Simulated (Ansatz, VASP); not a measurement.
Two plane-wave programs on AlP

Contents of INCAR:

```
SYSTEM = AlP
ALGO = Normal
EDIFF = 1E-6
ENCUT = 500
GGA = PE
GGA_COMPAT = .False.
ISIF = 2
ISMEAR = 0
IVDW = 12
LASPH = .True.
LCHARG = .True.
LELF = .True.
LREAL = .False.
LVHAR = .True.
LWAVE = .False.
NBANDS = 11
NELM = 120
PREC = Accurate
SIGMA = 0.05
```

File KPOINTS:

```
k-points
0
Gamma
  8 8 8
  0 0 0
```

POSCAR

```
AlP
1.0
    0.0000000000      2.7254991651      2.7254991651
    2.7254991651      0.0000000000      2.7254991651
    2.7254991651      2.7254991651      0.0000000000
Al P
1 1
Direct
    0.0000000000      0.0000000000      0.0000000000
    0.7500000000      0.7500000000      0.7500000000
```

Input for Ansatz:

```yaml
crystal:
  lattice:
    - [0.0, 2.7254991651, 2.7254991651]
    - [2.7254991651, 0.0, 2.7254991651]
    - [2.7254991651, 2.7254991651, 0.0]
  atoms:
    - { symbol: Al, position: [0.0, 0.0, 0.0] }
    - { symbol: P, position: [0.75, 0.75, 0.75] }
basis:
  ecutwfc: 420
  ecutrho_ratio: 4
kpoints:
  mp_grid: { grid: [8, 8, 8] }
hamiltonian:
  xc: pbe
  dispersion: d3bj
scf:
  occupations: { method: gaussian, width: 0.05 }
output:
  forces: true
  stress: true
  eigenvalues: true
```

Alike in both runs: task single point; functional PBE; dispersion D3(BJ); k mesh 8 × 8 × 8; occupations gaussian, width 0.05 eV; no spin polarisation.

```csv
,VASP,Ansatz
version,VASP 6.6.1,Ansatz 0.2.0
potentials or method,"VASP PAW PBE potentials, release 64 (Al, P), cutoff 500 eV","scalar-relativistic, plane waves, PAW"
valence electrons in the cell,8,8
```

```tsv
	VASP	Ansatz	Ansatz less VASP
gap on the k mesh at the Fermi level (eV)	1.57	1.57	+0.002
least direct gap on the mesh (eV)	3.35	3.35	+0.002
pressure (GPa)	0.0	0.1	+0.10
```
